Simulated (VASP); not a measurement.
# YbB2: single point with PBE

YbB2:

```
Yb B
1.0
     3.13494    0.00000    0.00000
    -1.56747    2.71494    0.00000
     0.00000    0.00000    3.71344
Yb B
1 2
Direct
  0.00000 0.00000 0.00000
  0.33333 0.66667 0.50000
  0.66667 0.33333 0.50000
```

```yaml
Program: VASP 6.6.1
Task: single point
Functional: PBE
Potentials_or_basis: VASP PAW PBE potentials, release 64 (Yb, B)
Cutoff: 520 eV
k_mesh: 15 × 15 × 12
Occupations: gaussian, width 0.1 eV
Spin: no spin polarisation
```

| Quantity | Value |
| --- | --- |
| Pressure | 16.8 GPa |
| Band gap on the k mesh | zero (bands 15 and 16 overlap by 1.44 eV) |

Stress tensor (GPa, compression positive):
```
16.71  0.00  0.00
 0.00 16.71  0.00
 0.00  0.00 17.01
```

Levels at points of the mesh, in eV from the Fermi level:
```tsv
k point	band 12	band 13	band 14	band 15	band 16	band 17	band 18	band 19
(0.00, 0.00, 0.00)	-0.44	-0.43	-0.43	-0.39	0.12	6.91	6.91	7.25
(0.00, 0.00, 0.50)	-0.34	-0.34	1.10	1.10	3.70	3.70	4.16	4.21
```

It took 4.5 min on 1 thread of AMD EPYC 9R45 (Zen 5) (shared host), peak memory 0.24 GiB.

Caveat: the cell stands under pressure; spin-orbit coupling is left out, which moves the levels of the heavy elements. Spin polarisation is off, so any magnetic state and its effect on volume and gap are missing.
